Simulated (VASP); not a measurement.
Runs of VASP 6.6.1 on SiC. The structure is that of space group F-43m (No. 216), or close to it. The cells are those of the table. 

```csv
task,cell,k mesh,cutoff (eV),smearing,ions in elastic constants,gap on the mesh (eV),pressure (GPa)
single point,"a = 3.065, b = 3.065, c = 3.078 Å, angles 60.1, 60.1, 90.0°, 2 atoms",10 × 10 × 10,520,gaussian 0.01 eV,-,(c),(a)
single point,"a = 3.081 Å, angles 60.0, 60.0, 90.0°, 2 atoms",10 × 10 × 10,520,gaussian 0.01 eV,-,1.23,(b)
single point,"a = 3.096, b = 3.096, c = 3.083 Å, angles 59.9, 59.9, 90.0°, 2 atoms",10 × 10 × 10,520,gaussian 0.01 eV,-,1.15,-1.1
single point,"a = 3.112, b = 3.112, c = 3.087 Å, angles 59.7, 59.7, 90.0°, 2 atoms",10 × 10 × 10,520,gaussian 0.01 eV,-,1.08,-2.7
single point,"a = 3.142, b = 3.142, c = 3.093 Å, angles 59.5, 59.5, 90.0°, 2 atoms",10 × 10 × 10,520,gaussian 0.01 eV,-,(d),-5.5
relaxation of cell and atoms,"relaxed from a = 3.082 Å, angles 60.0, 60.0, 90.0°, 2 atoms",14 × 14 × 14,600,fermi-dirac 0.1 eV,-,1.23,0.0
single point,"a = 3.019, b = 3.019, c = 3.072 Å, angles 60.6, 60.6, 90.0°, 2 atoms",10 × 10 × 10,520,gaussian 0.01 eV,-,1.03,6.5
```

Alike in all rows: level PBEsol; potentials or basis VASP PAW PBE potentials, release 64 (Si, C); no spin polarisation.

**Question.** Estimate the missing entries.

**Answer.** (a) 1.8; (b) 0.4; (c) 1.18; (d) 0.94.

Caveats: the PAW data sets were made with another functional, which shifts forces and pressure a little.

A k mesh can miss the band edges.
